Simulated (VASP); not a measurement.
Runs of VASP 6.6.1 on Li2S. It takes space group Fm-3m (No. 225, cubic). The conventional cell has a = 5.691 Å, b = 5.691 Å, c = 5.691 Å, α = 90.00°, β = 90.00°, γ = 90.00°. Within 3.3 Å of S (site symmetry m-3m) lie 8 Li at 2.46 Å. Within 3.3 Å of Li (site symmetry -43m) lie 4 S at 2.46 Å and 6 Li at 2.85 Å. 

| level | potentials or basis | cutoff (eV) | grid for exact exchange (PRECFOCK) | share of exact exchange | screening parameter | gap on the mesh (eV) | pressure (GPa) |
| --- | --- | --- | --- | --- | --- | --- | --- |
| PBE-based screened hybrid with 15 % exact exchange | VASP PAW PBE potentials, release 64 (S, Li_sv) | 650 | Normal | 0.15 | 0.3 1/Å | 3.83 | (a) |
| PBE-based screened hybrid with 50 % exact exchange | VASP PAW PBE potentials, release 64 (S, Li_sv) | 650 | Normal | 0.5 | 0.3 1/Å | 4.91 | -1.2 |
| PBE0 | VASP PAW PBE potentials, release 64 (S, Li_sv) | 650 | Normal | 0.25 | - | (c) | -0.6 |
| HSE06 | VASP PAW PBE potentials, release 64 (S, Li_sv) | 650 | Normal | 0.25 | 0.2079 1/Å | 4.33 | -0.5 |
| LDA | VASP PAW LDA potentials, release 64 (S, Li_sv) | 750 | - | - | - | 3.16 | (b) |

Alike in all rows: task single point; no spin polarisation; cell as given; k mesh 4 × 4 × 4; smearing gaussian 0.01 eV.

Question: Fill in the values left out.

Answer: (a) -0.2; (b) -2.7; (c) 5.06.

Caveats: all runs use coarse meshes; the PAW data sets were made with another functional, which shifts forces and pressure a little (at least some runs).

A k mesh can miss the band edges.
